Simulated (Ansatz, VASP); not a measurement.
**One calculation of WS2, two programs**

File POSCAR:

```
WS2
1.0
    1.5000503651      0.8660544821      6.1633300000
   -1.5000503651      0.8660544821      6.1633300000
    0.0000000000     -1.7321089641      6.1633300000
W S
1 2
Direct
    0.0000000000      0.0000000000      0.0000000000
    0.7503000000      0.7503000000      0.7503000000
    0.5810000000      0.5810000000      0.5810000000
```

The input INCAR.step1:

```
SYSTEM = WS2
PREC = Accurate ; ENCUT = 520
ISMEAR = 0 ; SIGMA = 0.05
LREAL = .False. ; LASPH = .True.
NELM = 60 ; NBANDS = 20
GGA = PE ; ALGO = Normal
EDIFF = 1E-4 ; LWAVE = .True.
LCHARG = .False.
```

The input INCAR.step2:

```
SYSTEM = WS2
PREC = Accurate ; ENCUT = 520
EDIFF = 1E-6 ; ISMEAR = 0
SIGMA = 0.05 ; LREAL = .False.
LASPH = .True. ; NELM = 60
ALGO = Normal ; ISIF = 2
LWAVE = .False. ; LCHARG = .False.
METAGGA = R2SCAN ; LMIXTAU = .True.
NBANDS = 20 ; ISTART = 1
```

Contents of KPOINTS:

```
Automatic mesh
0
Gamma
  12 12 12
  0 0 0
```

Input for Ansatz:

```yaml
crystal:
  lattice:
    - [1.5000503651, 0.8660544821, 6.16333]
    - [-1.5000503651, 0.8660544821, 6.16333]
    - [0.0, -1.7321089641, 6.16333]
  atoms:
    - { symbol: W, position: [0.0, 0.0, 0.0] }
    - { symbol: S, position: [0.7503, 0.7503, 0.7503] }
    - { symbol: S, position: [0.581, 0.581, 0.581] }
basis:
  ecutwfc: 500
kpoints:
  mp_grid: { grid: [12, 12, 12] }
hamiltonian:
  xc: r2scan
scf:
  occupations: { method: gaussian, width: 0.05 }
output:
  forces: true
  stress: true
  eigenvalues: true
```

Change from the starting cell: strain -0.050 along x and y, +0.000 along z, atoms carried along.

Alike in both runs: task single point; functional r2SCAN; k mesh 12 × 12 × 12; occupations gaussian, width 0.05 eV; no spin polarisation.

```csv
,VASP,Ansatz
version,VASP 6.6.1,Ansatz 0.2.0
potentials or method,"VASP PAW PBE potentials, release 64 (W_sv, S), cutoff 520 eV","scalar-relativistic, plane waves, PAW"
valence electrons in the cell,26,26
```

|  | VASP | Ansatz | Ansatz less VASP |
| --- | --- | --- | --- |
| gap on the k mesh at the Fermi level (eV) | 1.28 | 1.27 | -0.015 |
| least direct gap on the mesh (eV) | 2.74 | 2.74 | -0.004 |
| pressure (GPa) | 25.0 | 24.7 | -0.33 |
| traceless stress, the component that is largest in VASP (GPa) | -7.84 | -7.74 | +0.095 |
| rms of the force components (eV/Å) | 0.702 | 0.688 | -0.0135 |

VASP's potentials were made for PBE, not for r2SCAN. Atom by atom the forces differ by 0.015 eV/Å (rms over components). The functional is the same, so the differences come from potentials, cutoffs and numerics.

Neither program's run includes spin-orbit coupling.
